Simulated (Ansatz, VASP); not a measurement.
One calculation of Se, two programs

The input INCAR:

```
SYSTEM = Se
ALGO = Normal
EDIFF = 1E-6
ENCUT = 520
GGA = PE
ISIF = 2
ISMEAR = -1
LASPH = .TRUE.
LCHARG = .FALSE.
LREAL = .FALSE.
LWAVE = .FALSE.
NBANDS = 16
NELM = 60
PREC = Accurate
SIGMA = 0.02
```

File KPOINTS:

```
k-points
0
G
  12 12 6
  0 0 0
```

File POSCAR:

```
Se
1.0
    4.2926441753      0.0000000000      0.0000000000
   -2.1463220877      3.7175389052      0.0000000000
    0.0000000000      0.0000000000      5.0408601212
Se
3
Direct
    0.2284678487      0.0000000000      0.3333333333
    0.0000000000      0.2284678487      0.6666666667
    0.7715321513      0.7715321513      0.0000000000
```

Input for Ansatz:

```yaml
crystal:
  lattice:
    - [4.2926441753, 0.0, 0.0]
    - [-2.1463220877, 3.7175389052, 0.0]
    - [0.0, 0.0, 5.0408601212]
  atoms:
    - { symbol: Se, position: [0.2284678487, 0.0, 0.3333333333] }
    - { symbol: Se, position: [0.0, 0.2284678487, 0.6666666667] }
    - { symbol: Se, position: [0.7715321513, 0.7715321513, 0.0] }
kpoints:
  mp_grid: { grid: [12, 12, 6] }
  band_path:
    path:
      - [[0.0, 0.0, 0.0], [0.5, 3.299346474942e-17, 3.311193114717e-18], [0.3333333333333, 0.3333333333333, 2.207462076478e-18], [0.0, 0.0, 0.0], [9.747271552309e-35, -3.275759397265e-35, 0.5], [0.5, 3.241453708243e-17, 0.5], [0.3333333333333, 0.3333333333333, 0.5], [9.747271552309e-35, -3.275759397265e-35, 0.5]]
      - [[0.5, 3.241453708243e-17, 0.5], [0.5, 3.299346474942e-17, 3.311193114717e-18]]
      - [[0.3333333333333, 0.3333333333333, 0.5], [0.3333333333333, 0.3333333333333, 2.207462076478e-18]]
    npoints: 10
hamiltonian:
  xc: pbe
scf:
  occupations: { method: fermi_dirac, width: 0.02 }
  n_extra_bands: 4
output:
  forces: true
  stress: true
  eigenvalues: true
```

Alike in both runs: task single point; functional PBE; k mesh 12 × 12 × 6; occupations fermi-dirac, width 0.02 eV; no spin polarisation.

|  | VASP | Ansatz |
| --- | --- | --- |
| version | VASP 6.6.1 | Ansatz 0.2.0 |
| potentials or method | VASP PAW PBE potentials, release 64 (Se) | plane waves, PAW |
| plane-wave cutoff (eV) | 520 | 420 |
| valence electrons in the cell | 18 | 48 |

Ansatz gave:

```
gap on the k mesh at the Fermi level (eV)                     : 0.83
pressure (GPa)                                                : 2.3
traceless stress, the component that is largest in VASP (GPa) : 0.52
rms of the force components (eV/Å)                            : 0.176
```

**Question.** Which values does VASP return?

**Answer.** gap on the k mesh at the Fermi level (eV): 0.82; pressure (GPa): 2.4; traceless stress, the component that is largest in VASP (GPa): 0.57; rms of the force components (eV/Å): 0.193.

Atom by atom the forces differ by 0.017 eV/Å (rms over components). VASP's potentials hold 18 valence electrons a cell and Ansatz's 48, so a difference there can come from the potentials and not from the codes.
